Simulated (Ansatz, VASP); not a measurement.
**Mo in VASP and in Ansatz**

The input INCAR:

```
PREC = Accurate
ENCUT = 520
EDIFF = 1E-6
ISMEAR = 0
SIGMA = 0.15
LREAL = F
LASPH = T
NELM = 80
ALGO = Fast
ISIF = 2
LWAVE = F
LCHARG = T
GGA = PE
LELF = T
LVHAR = T
NBANDS = 13
```

KPOINTS

```
regular mesh
0
Gamma
  22 22 22
```

POSCAR

```
Mo
1.0
   -1.4767400000      1.5710000000      1.5710000000
    1.4767400000     -1.5710000000      1.5710000000
    1.4767400000      1.5710000000     -1.5710000000
Mo
1
Direct
    0.0000000000      0.0000000000      0.0000000000
```

Input for Ansatz:

```yaml
crystal:
  lattice:
    - [-1.47674, 1.571, 1.571]
    - [1.47674, -1.571, 1.571]
    - [1.47674, 1.571, -1.571]
  atoms:
    - { symbol: Mo, position: [0.0, 0.0, 0.0] }
basis:
  ecutwfc: 420
kpoints:
  mp_grid: { grid: [22, 22, 22] }
hamiltonian:
  xc: pbe
scf:
  occupations: { method: gaussian, width: 0.15 }
output:
  forces: true
  stress: true
  eigenvalues: true
```

Change from the starting cell: strain -0.0600 x Voigt [1, 0, 0, 0, 0, 0], atoms carried along.

Alike in both runs: task single point; functional PBE; k mesh 22 × 22 × 22; occupations gaussian, width 0.15 eV; no spin polarisation.

|  | VASP | Ansatz |
| --- | --- | --- |
| version | VASP 6.6.1 | Ansatz 0.2.0 |
| potentials or method | VASP PAW PBE potentials, release 64 (Mo_sv), cutoff 520 eV | scalar-relativistic, plane waves, PAW |
| valence electrons in the cell | 14 | 14 |

|  | VASP | Ansatz | Ansatz less VASP |
| --- | --- | --- | --- |
| gap on the k mesh at the Fermi level (eV) | none | none | - |
| pressure (GPa) | 25.7 | 25.0 | -0.72 |
| traceless stress, the component that is largest in VASP (GPa) | 14.82 | 14.82 | +0.004 |

A gap of «none» marks a metal or a gap that the smearing closes.
